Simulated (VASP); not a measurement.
Hf6Al2O15, 23 atoms in the cell. Symmetry: Cmm2, No. 35, orthorhombic system. The conventional cell has a = 7.113 Å, b = 7.158 Å, c = 10.530 Å, α = 90.00°, β = 90.00°, γ = 90.00°. Al (site symmetry m) has 5 O at 1.85 to 2.41 Å within 2.5 Å. Within 2.7 Å of Hf (site symmetry m) lie 8 O at 2.02 to 2.63 Å. Hf (site symmetry m) has 7 O at 2.02 to 2.47 Å within 2.7 Å. Within 2.7 Å of Hf (site symmetry m) lie 8 O at 2.03 to 2.51 Å. O (site symmetry mm2) has 4 Hf at 2.08 to 2.36 Å and 5 O at 2.60 to 2.75 Å within 2.8 Å. O (site symmetry 2) has 2 Hf at 2.02 Å and 4 O at 2.58 to 2.66 Å and 2 Al at 2.70 Å within 2.8 Å. Within 2.7 Å of O (site symmetry 2) lie 4 Hf at 2.05 to 2.44 Å and 6 O at 2.60 to 2.65 Å. O (site symmetry mm2) has 2 Al at 1.85 Å and 2 Hf at 2.43 Å and 1 O at 2.50 Å within 2.5 Å. 

- Program: VASP 6.6.1
- Task: single point
- Functional: PBE
- Potentials or basis: VASP PAW PBE potentials, release 64 (Al, Hf_pv, O)
- Cutoff: 520 eV
- k mesh: 2 × 6 × 6
- Occupations: gaussian, width 0.02 eV
- Spin: no spin polarisation
- Dipole correction: no
- Further INCAR settings: LREAL = Auto; ALGO = Normal; EDIFF = 1e-06; NBANDS = 95

Potentials or basis: VASP PAW PBE potentials, release 64 (Al, Hf_pv, O).

The run is started by

```sh
$ cat potpaw_PBE.64/Al/POTCAR potpaw_PBE.64/Hf_pv/POTCAR potpaw_PBE.64/O/POTCAR > POTCAR
$ mpirun -np 1 vasp_std > vasp.out
```

Hardware: 1 thread of Intel(R) Xeon(R) Platinum 8559C (Emerald Rapids), with other jobs on the host.

Question: Estimate the wall time of this run.

Answer: Wall time 17 min on 1 thread of Intel(R) Xeon(R) Platinum 8559C (Emerald Rapids), on a shared host, peak memory 0.6 GiB. Counts: scf iterations 17, k points 26.
